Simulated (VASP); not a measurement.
Here is a VASP 6.6.1 calculation.

File INCAR:

```
  PREC = Accurate
  ENCUT = 520
  EDIFF = 1E-6
  ISMEAR = -1
  SIGMA = 0.1
  LREAL = False
  LASPH = True
  NELM = 60
  ALGO = Normal
  ISIF = 2
  LWAVE = False
  LCHARG = False
  GGA = PE
  NBANDS = 12
```

Contents of KPOINTS:

```
Automatic mesh
0
Gamma
  22 22 22
```

The input POSCAR:

```
Au
1.0
   -1.5824618108      1.5824618108      1.5824618108
    1.5824618108     -1.5824618108      1.5824618108
    1.5824618108      1.5824618108     -1.5824618108
Au
1
Direct
    0.0000000000      0.0000000000      0.0000000000
```

Potentials or basis: VASP PAW PBE potentials, release 64 (Au).

Run with:

```bash
$ cat potpaw_PBE.64/Au/POTCAR > POTCAR
$ mpirun -np 1 vasp_std > vasp.out
```

(1) Predict the pressure.

(2) Estimate the band gap on the k mesh.

Answers

(1) 25.4 GPa.

(2) zero (an odd number of electrons rules out a gap without spin polarisation).

Caveat: the cell stands under pressure; spin-orbit coupling is left out, which moves the levels of the heavy elements.
